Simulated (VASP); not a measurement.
## Pt: single point with PBEsol

Pt:

```
Pt
1.0
     2.76067    0.00000    0.00000
    -1.38033    2.39081    0.00000
     0.00000    0.00000    5.03174
Pt
2
Cartesian
  1.3803 0.7969 3.7738
  0.0000 1.5939 1.2579
```

This cell differs from its parent crystal: strain +0.000 along x and y, +0.050 along z.

| Item | Value |
| --- | --- |
| Program | VASP 6.6.1 |
| Task | single point |
| Functional | PBEsol |
| Potentials or basis | VASP PAW PBE potentials, release 64 (Pt) |
| Cutoff | 520 eV |
| k mesh | 18 × 18 × 10 |
| Occupations | gaussian, width 0.15 eV |
| Spin | no spin polarisation |

The pressure is -19.0 GPa. The band gap on the k mesh is zero (band 10 reaches 9.90 eV, above the bottom of band 11 at 8.67 eV).

Stress tensor (GPa, compression positive):
```
-17.12   0.00   0.00
  0.00 -17.12   0.00
  0.00   0.00 -22.61
```

Levels at points of the mesh, in eV from the Fermi level:
| k point | band 6 | band 7 | band 8 | band 9 | band 10 | band 11 | band 12 | band 13 | band 14 | band 15 |
| --- | --- | --- | --- | --- | --- | --- | --- | --- | --- | --- |
| (0.00, 0.00, 0.00) | -2.92 | -2.92 | -1.33 | -1.33 | -0.83 | -0.14 | -0.14 | 3.77 | 14.80 | 15.45 |
| (0.50, 0.00, 0.00) | -2.54 | -2.17 | -0.10 | 0.48 | 0.61 | 2.24 | 3.71 | 6.92 | 8.29 | 8.95 |
| (0.00, 0.00, 0.50) | -3.15 | -3.15 | -3.15 | -0.62 | -0.62 | -0.62 | -0.62 | 10.50 | 10.50 | 15.80 |
| (0.50, 0.00, 0.50) | -1.48 | -0.74 | -0.74 | 0.56 | 0.56 | 1.72 | 1.72 | 6.30 | 6.30 | 13.26 |

Wall time 58 s on 1 thread of Intel(R) Xeon(R) Platinum 8488C (Sapphire Rapids), on a shared host, peak memory 0.23 GiB.

Caveat: the cell differs from its parent crystal (strain +0.000 along x and y, +0.050 along z); the PAW data sets were made with another functional, which shifts forces and pressure a little; spin-orbit coupling is left out, which moves the levels of the heavy elements.
